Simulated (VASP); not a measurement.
# HClF2 (P6/mmm) in VASP: notebook

HClF2 is run at these levels: r2SCAN, PBE+D3(BJ); tasks: single point, relaxation of shape and atoms at fixed volume.

Program: VASP 6.6.1. These are calculated values, not measurements. Logs are shortened: lines on timing, memory, paths and dates and some standing lists are left out, and cuts for length are marked.

## 1. The cell of the first run

Symmetry: P6/mmm, No. 191, hexagonal system. The conventional cell has a = 3.790 Å, b = 3.790 Å, c = 6.054 Å, α = 90.00°, β = 90.00°, γ = 120.00°. H (site symmetry 6/mmm) has 2 F at 1.13 Å within 1.5 Å. Within 2.5 Å of Cl (site symmetry 6/mmm) lie 2 F at 1.89 Å. F (site symmetry 6mm) has 1 H at 1.13 Å within 1.5 Å.

## 2. Single point, r2SCAN

Input file POSCAR:

```
HClF2
1.0
    3.7897615681      0.0000000000      0.0000000000
   -1.8948807840      3.2820297922      0.0000000000
    0.0000000000      0.0000000000      6.0537510475
H Cl F
1 1 2
Direct
    0.0000000000      0.0000000000      0.5000000000
    0.0000000000      0.0000000000      0.0000000000
    0.0000000000      0.0000000000      0.3128112326
    0.0000000000      0.0000000000      0.6871887674
```

Input file INCAR.step1:

```
SYSTEM = HClF2
  PREC = Accurate
  ENCUT = 520
  ISMEAR = 0
  SIGMA = 0.02
  LREAL = .FALSE.
  LASPH = .TRUE.
  NELM = 60
  NBANDS = 19
  GGA = PE
  ALGO = Normal
  EDIFF = 1E-4
  LWAVE = .TRUE.
  LCHARG = .FALSE.
```

Input file INCAR.step2:

```
SYSTEM = HClF2
  PREC = Accurate
  ENCUT = 520
  EDIFF = 1E-7
  ISMEAR = 0
  SIGMA = 0.02
  LREAL = .FALSE.
  LASPH = .TRUE.
  NELM = 60
  ALGO = Normal
  ISIF = 2
  LWAVE = .FALSE.
  LCHARG = .FALSE.
  METAGGA = R2SCAN
  LMIXTAU = .TRUE.
  NBANDS = 19
  ISTART = 1
```

Input file KPOINTS:

```
Automatic mesh
0
G
  12 12 6
  0 0 0
```

Potentials or basis: VASP PAW PBE potentials, release 64 (H, Cl, F).

Command:

```sh
cat potpaw_PBE.64/H/POTCAR potpaw_PBE.64/Cl/POTCAR potpaw_PBE.64/F/POTCAR > POTCAR
cp INCAR.step1 INCAR
mpirun -np 1 vasp_std > vasp.out
cp INCAR.step2 INCAR
mpirun -np 1 vasp_std > vasp.out
```

OUTCAR:

```text
SYSTEM = HClF2
   PREC = Accurate
   ENCUT = 520
   EDIFF = 1E-7
   ISMEAR = 0
   LREAL = .FALSE.
   LASPH = .TRUE.
   NELM = 60
   ISIF = 2
   METAGGA = R2SCAN
   ISTART = 1

 ion  position               nearest neighbor table
   1  0.000  0.000  0.500-   3 1.13   4 1.13
   2  0.000  0.000  0.000-   3 1.89   4 1.89
   3  0.000  0.000  0.313-   1 1.13   2 1.89
   4  0.000  0.000  0.687-   1 1.13   2 1.89

  LATTYP: Found a hexagonal cell.
 ALAT       =     3.7897615681
 C/A-ratio  =     1.5973962844

  Lattice vectors:

 A1 = (   3.7897615681,   0.0000000000,   0.0000000000)
 A2 = (  -1.8948807840,   3.2820297922,   0.0000000000)
 A3 = (   0.0000000000,   0.0000000000,   6.0537510475)

Analysis of symmetry for initial positions (statically):
=====================================================================
 Subroutine PRICEL returns:
 Original cell was already a primitive cell.

 Routine SETGRP: Setting up the symmetry group for a
 hexagonal supercell.

 Subroutine GETGRP returns: Found 24 space group operations
 (whereof 24 operations were pure point group operations)
 out of a pool of 24 trial point group operations.

The static configuration has the point symmetry D_6h.

Analysis of symmetry for dynamics (positions and initial velocities):
=====================================================================
 Subroutine PRICEL returns:
 Original cell was already a primitive cell.

 Routine SETGRP: Setting up the symmetry group for a
 hexagonal supercell.

 Subroutine GETGRP returns: Found 24 space group operations
 (whereof 24 operations were pure point group operations)
 out of a pool of 24 trial point group operations.

The dynamic configuration has the point symmetry D_6h.

 Subroutine INISYM returns: Found 24 space group operations
 (whereof 24 operations are pure point group operations),
 and found     1 'primitive' translations

----------------------------------------------------------------------------------------

                                     Primitive cell

  volume of cell :      75.2972

  direct lattice vectors                    reciprocal lattice vectors
     3.789761568  0.000000000  0.000000000     0.263868843  0.152344748  0.000000000
    -1.894880784  3.282029792  0.000000000     0.000000000  0.304689495  0.000000000
     0.000000000  0.000000000  6.053751047     0.000000000  0.000000000  0.165186839

  length of vectors
     3.789761568  3.789761568  6.053751047     0.304689495  0.304689495  0.165186839

  position of ions in fractional coordinates (direct lattice)
     0.000000000  0.000000000  0.500000000
     0.000000000  0.000000000  0.000000000
     0.000000000  0.000000000  0.312811233
     0.000000000  0.000000000  0.687188767

  ion indices of the primitive-cell ions
   primitive index   ion index
                 1           1
                 2           2
                 3           3
                 4           4

----------------------------------------------------------------------------------------

 KPOINTS: Automatic mesh

Automatic generation of k-mesh.
 Grid dimensions read from file:
 generate k-points for:   12   12    6

 Generating k-lattice:

  Cartesian coordinates                     Fractional coordinates (reciprocal lattice)
     0.021989070  0.012695396  0.000000000     0.083333333 -0.000000000  0.000000000
     0.000000000  0.025390791  0.000000000     0.000000000  0.083333333  0.000000000
     0.000000000  0.000000000  0.027531140     0.000000000  0.000000000  0.166666667

  Length of vectors
     0.025390791  0.025390791  0.027531140

  Shift w.r.t. Gamma in fractional coordinates (k-lattice)
     0.000000000  0.000000000  0.000000000

 Subroutine IBZKPT returns following result:
 ===========================================

 Found     76 irreducible k-points:

 Following reciprocal coordinates:
            Coordinates               Weight
  0.000000  0.000000  0.000000      1.000000
  0.083333  0.000000  0.000000      6.000000
  0.166667  0.000000  0.000000      6.000000
  0.250000 -0.000000  0.000000      6.000000
  0.333333  0.000000  0.000000      6.000000
  0.416667 -0.000000  0.000000      6.000000
[... 16 lines left out ...]
  0.250000 -0.000000  0.166667     12.000000
  0.333333  0.000000  0.166667     12.000000
 [... further k-points ...]
   k-points           NKPTS =     76   k-points in BZ     NKDIM =     76   number of bands    NBANDS=     19
   number of dos      NEDOS =    301   number of ions     NIONS =      4
   total plane-waves  NPLWV =  37632
   dimension x,y,z NGX =    28 NGY =   28 NGZ =   48
   dimension x,y,z NGXF=    56 NGYF=   56 NGZF=   96
   ions per type =               1   1   2
   NGX,Y,Z   is equivalent  to a cutoff of  12.28, 12.28, 13.18 a.u.
   NGXF,Y,Z  is equivalent  to a cutoff of  24.57, 24.57, 26.36 a.u.
 SYSTEM =  HClF2
   PREC   = accura    normal or accurate (medium, high low for compatibility)
   ISTART =      1    job   : 0-new  1-cont  2-samecut
   ICHARG =      0    charge: 1-file 2-atom 10-const
   ISPIN  =      1    spin polarized calculation?
   LNONCOLLINEAR =      F non collinear calculations
   LSORBIT =      F    spin-orbit coupling
   LASPH  =      T    aspherical Exc in radial PAW
   ENCUT  =  520.0 eV  38.22 Ry    6.18 a.u.   7.05  7.05 11.26*2*pi/ulx,y,z
   NELM   =     60;   NELMIN=  2; NELMDL=  0     # of ELM steps
   EDIFF  = 0.1E-06   stopping-criterion for ELM
   LREAL  =      F    real-space projection
   EDIFFG = 0.1E-05   stopping-criterion for IOM
   NSW    =      0    number of steps for IOM
   IBRION =     -1    ionic relax: 0-MD 1-quasi-New 2-CG
   NFREE  =      0    steps in history (QN), initial steepest desc. (CG)
   ISIF   =      2    stress and relaxation
   ISYM   =      2    0-nonsym 1-usesym 2-fastsym
   POTIM  = 0.5000    time-step for ionic-motion
   TEBEG  =    0.0;   TEEND  =   0.0 temperature during run
   PSTRESS=    0.0 pullay stress
   NELECT =      22.0000    total number of electrons
   NUPDOWN=      -1.0000    fix difference up-down
   EMIN   =  10.00;   EMAX   =-10.00  energy-range for DOS
   EFERMI =   0.00;   METHOD = LEGACY
   ISMEAR =     0;   SIGMA  =   0.02  broadening in eV -4-tet -1-fermi 0-gaus
   EFERMI_NEDOS =   21; number of points for ismear=-14 and -15
   IALGO  =     38    algorithm
   IMIX   =      4    mixing-type and parameters
     AMIX     =   0.40;   BMIX     =  1.00
     AMIX_MAG =   1.60;   BMIX_MAG =  1.00
  volume/ion in A,a.u.               =      18.82       127.03
  Fermi-wavevector in a.u.,A,eV,Ry     =   1.086316  2.052839 16.055989  1.180082
  Thomas-Fermi vector in A             =   2.222450
   LORBIT       =      0    0 simple, 1 ext, 2 COOP (PROOUT), +10 PAW based schemes
   METAGGA = R2SCAN    functional components
   LHFCALC =     F    Hartree Fock is set to
   AEXX    =    0.0000 exact exchange contribution
   IVDW    =     0    specifies the selected vdW correction
   LEPSILON=     F    determine dielectric tensor
   LRPA    =     F    only Hartree local field effects (RPA)
 non-spin polarized calculation
 Gauss-broadening in eV      SIGMA  =   0.02
  energy-cutoff  :      520.00
  volume of cell :       75.30
 maximum number of plane-waves:      2044
   NGX = 15   NGY = 15   NGZ = 23

 number of electron      22.0000026 magnetization

 Free energy of the ion-electron system (eV)
  ---------------------------------------------------
  ext. energy  EPLUGINS =         0.00000000
  ---------------------------------------------------
  free energy    TOTEN  =       -18.64629708 eV

  energy without entropy =      -18.64629708  energy(sigma->0) =      -18.64629708

 E-fermi :  -3.4552     XC(G=0):  -7.1276

 val. band max:       -3.5538273266   @ k =   0.0000   0.0000   0.5000
 cond. band min:      -1.9341222063   @ k =   0.0000   0.0000   0.5000
 fundamental gap:      1.6197051203
 Fermi energy:        -3.4552086832

 k-point     1 :       0.0000    0.0000    0.0000
  band No.  band energies     occupation
      1     -28.3067      2.00000
      2     -27.1399      2.00000
      3     -18.4253      2.00000
      4     -10.4423      2.00000
      5     -10.0688      2.00000
      6      -7.2829      2.00000
[... 11 lines left out ...]
     18      13.0329      0.00000
     19      13.6309      0.00000

 k-point     2 :       0.0833    0.0000    0.0000
  band No.  band energies     occupation
      1     -28.3053      2.00000
      2     -27.1390      2.00000
      3     -18.4148      2.00000
      4     -10.4378      2.00000
      5     -10.0656      2.00000
      6      -7.3203      2.00000
[... 11 lines left out ...]
     18      12.9492      0.00000
     19      13.5258      0.00000

 k-point     3 :       0.1667    0.0000    0.0000
  band No.  band energies     occupation
      1     -28.3013      2.00000
      2     -27.1358      2.00000
      3     -18.3860      2.00000
      4     -10.4249      2.00000
      5     -10.0568      2.00000
      6      -7.4224      2.00000
[... 11 lines left out ...]
     18      12.6426      0.00000
     19      13.1736      0.00000

 k-point     4 :       0.2500   -0.0000    0.0000
  band No.  band energies     occupation
      1     -28.2955      2.00000
      2     -27.1317      2.00000
      3     -18.3460      2.00000
      4     -10.4062      2.00000
      5     -10.0446      2.00000
      6      -7.5625      2.00000
[... 11 lines left out ...]
     18      11.9440      0.00000
     19      12.5770      0.00000

 k-point     5 :       0.3333    0.0000    0.0000
  band No.  band energies     occupation
      1     -28.2897      2.00000
      2     -27.1274      2.00000
      3     -18.3054      2.00000
      4     -10.3862      2.00000
      5     -10.0322      2.00000
      6      -7.7034      2.00000
[... 11 lines left out ...]
     18      11.9384      0.00000
     19      12.7229      0.00000
[... 334 lines left out ...]
      2     -27.1728      2.00000
      3     -18.3056      2.00000
      4     -11.6654      2.00000
      5      -8.6895      2.00000
      6      -7.2741      2.00000
[... 11 lines left out ...]
     18      13.1633      0.00000
     19      13.4485      0.00000

 k-point    22 :       0.1667    0.0000    0.1667
  band No.  band energies     occupation
      1     -28.2802      2.00000
      2     -27.1696      2.00000
      3     -18.2765      2.00000
      4     -11.6551      2.00000
      5      -8.6797      2.00000
      6      -7.3730      2.00000
[... 11 lines left out ...]
     18      12.7862      0.00000
     19      12.8745      0.00000

 k-point    23 :       0.2500   -0.0000    0.1667
  band No.  band energies     occupation
      1     -28.2746      2.00000
      2     -27.1652      2.00000
      3     -18.2361      2.00000
      4     -11.6408      2.00000
      5      -8.6649      2.00000
      6      -7.5093      2.00000
[... 11 lines left out ...]
     18      11.8762      0.00000
     19      12.3200      0.00000

 k-point    24 :       0.3333    0.0000    0.1667
  band No.  band energies     occupation
      1     -28.2691      2.00000
      2     -27.1609      2.00000
      3     -18.1950      2.00000
      4     -11.6261      2.00000
      5      -8.6482      2.00000
      6      -7.6477      2.00000
[... 11 lines left out ...]
     18      11.8103      0.00000
     19      12.7718      0.00000

 [... further k-points ...]
[... 5 lines left out ...]
  --------------------------------------------------------------------------------------
  -------------------------------------------------------------------------------------
  Total       -0.0972386     -0.0972386     -1.3811141     -0.0000000      0.0000000      0.0000000
  in kB       -2.0690466     -2.0690466    -29.3874012     -0.0000000      0.0000000      0.0000000
  external PRESSURE =     -11.1751648 kB  Pullay stress =       0.0000000 kB

 VOLUME and BASIS-vectors are now :
 -----------------------------------------------------------------------------
  energy-cutoff  :      520.00
  volume of cell :       75.30
      direct lattice vectors                 reciprocal lattice vectors
     3.789761568  0.000000000  0.000000000     0.263868843  0.152344748  0.000000000
    -1.894880784  3.282029792  0.000000000     0.000000000  0.304689495  0.000000000
     0.000000000  0.000000000  6.053751047     0.000000000  0.000000000  0.165186839

 POSITION                                       TOTAL-FORCE (eV/Angst)
 -----------------------------------------------------------------------------------
      0.00000      0.00000      3.02688         0.000000      0.000000      0.000000
      0.00000      0.00000      0.00000         0.000000      0.000000      0.000000
      0.00000      0.00000      1.89368        -0.000000      0.000000     -0.044849
      0.00000      0.00000      4.16007         0.000000     -0.000000      0.044849
 -----------------------------------------------------------------------------------
    total drift:                               -0.000000     -0.000000      0.000000

  FREE ENERGIE OF THE ION-ELECTRON SYSTEM (eV)
  ---------------------------------------------------
  free  energy   TOTEN  =       -18.6462970834 eV

  energy  without entropy=      -18.6462970834  energy(sigma->0) =      -18.64629708
```

Run time: 7.9 min. Hardware: 1 thread of Intel Xeon Platinum 8259CL at 2.50GHz (Skylake/Cascade Lake), shared host; peak memory 0.25 GiB.

Results:

* Free energy: -18.6463 eV
* Pressure: -1.1 GPa
* Largest force: 0.045 eV/Å
* Band gap on the k mesh: 1.62 eV

Forces on the atoms (eV/Å):
```
H    0.000  0.000  0.000
Cl   0.000  0.000  0.000
F    0.000  0.000 -0.045
F    0.000  0.000  0.045
```

Levels at points of the mesh, in eV from the valence-band top:
| k point | band 9 | band 10 | band 11 | band 12 | band 13 | band 14 |
| --- | --- | --- | --- | --- | --- | --- |
| (0.00, 0.00, 0.00) | -2.90 | -0.12 | -0.12 | 3.58 | 7.13 | 10.28 |
| (0.50, 0.00, 0.00) | -2.96 | -1.13 | -0.35 | 3.77 | 9.97 | 10.73 |
| (0.00, 0.00, 0.50) | -3.03 | 0.00 | 0.00 | 1.62 | 8.12 | 8.37 |
| (0.50, 0.00, 0.50) | -2.98 | -0.91 | -0.21 | 1.87 | 10.45 | 10.66 |

Caveat: the PAW data sets were made with another functional, which shifts forces and pressure a little. A k mesh can miss the band edges.

## 3. Relaxation of shape and atoms at fixed volume, PBE+D3(BJ) (16.57 Å³/atom)

This run uses another cell than the first one, of 16.57 Å³/atom.

Input file INCAR:

```
PREC     = Accurate       # precision mode
ENCUT    = 600            # plane-wave cutoff, eV
EDIFF    = 1E-7           # SCF threshold, eV
ISMEAR   = 0              # smearing method
SIGMA    = 0.02           # smearing width, eV
LREAL    = False          # projectors in reciprocal space
LASPH    = True           # aspherical terms in the spheres
NELM     = 80             # most SCF steps
ALGO     = Normal         # electronic algorithm
ISIF     = 4              # what is computed and relaxed
LWAVE    = False          # write WAVECAR
LCHARG   = False          # write CHGCAR
GGA      = PE             # functional
IVDW     = 12             # dispersion correction
IBRION   = 2              # ionic algorithm
NSW      = 50             # ionic steps
EDIFFG   = -0.01          # ionic threshold
```

Input file KPOINTS:

```
Automatic mesh
0
Gamma
  12 12 6
```

Input file POSCAR:

```
HClF2
1.0
    3.5776905402      0.0000000000      0.0000000000
   -1.7888452701      3.0983708947      0.0000000000
    0.0000000000      0.0000000000      5.9775808467
H Cl F
1 1 2
Direct
    0.0000000000      0.0000000000      0.5000000000
    0.0000000000      0.0000000000      0.0000000000
    0.0000000000      0.0000000000      0.3127983476
    0.0000000000      0.0000000000      0.6872016524
```

Potentials or basis: VASP PAW PBE potentials, release 64 (H, Cl, F).

Command:

```sh
cat potpaw_PBE.64/H/POTCAR potpaw_PBE.64/Cl/POTCAR potpaw_PBE.64/F/POTCAR > POTCAR
mpirun -np 1 vasp_std > vasp.out
```

Run time: 4.1 min. Hardware: 1 thread of Intel Xeon Platinum 8259CL at 2.50GHz (Skylake/Cascade Lake), shared host; peak memory 0.26 GiB.

The run converged. Its results:

* Free energy: -11.9085 eV
* Energy gained by relaxing: 2.2 meV/atom
* Ionic steps: 5
* Pressure after relaxing: 0.6 GPa
* Band gap on the k mesh: 0.94 eV
* Dispersion energy per atom: -0.055 eV

The path:
```csv
step,energy change (eV),largest force (eV/Å),pressure (GPa),volume (Å³)
1,0.0000,0.1456,1.89,66.26
2,-0.0065,0.2041,0.05,66.26
3,-0.0087,0.0948,0.65,66.26
4,-0.0088,0.0550,0.54,66.26
5,-0.0089,0.0005,0.58,66.26
```

Final structure:
```xyz
4
Lattice="3.5598 0.0000 0.0000 -1.7799 3.0829 0.0000 0.0000 0.0000 6.0378" Properties=species:S:1:pos:R:3 pbc="T T T"
H     0.0000    0.0000    3.0189
Cl    0.0000    0.0000    0.0000
F     0.0000    0.0000    1.8864
F     1.7799    3.0829    4.1514
```

Levels at points of the mesh, in eV from the valence-band top:
```
           k point  band 7  band 8  band 9  band 10  band 11  band 12  band 13  band 14  band 15
(0.00, 0.00, 0.00)   -3.75   -2.98   -2.98    -0.11    -0.11     2.89     6.40     9.30    10.56
(0.50, 0.00, 0.00)   -3.92   -3.39   -3.07    -1.57    -0.45     3.14     9.27    10.29    11.19
(0.00, 0.00, 0.50)   -3.36   -3.36   -3.36     0.00     0.00     0.94     7.32     7.75    13.32
(0.50, 0.00, 0.50)   -3.57   -3.52   -3.27    -1.30    -0.31     1.29     9.66    10.15    11.07
```

A k mesh can miss the band edges.
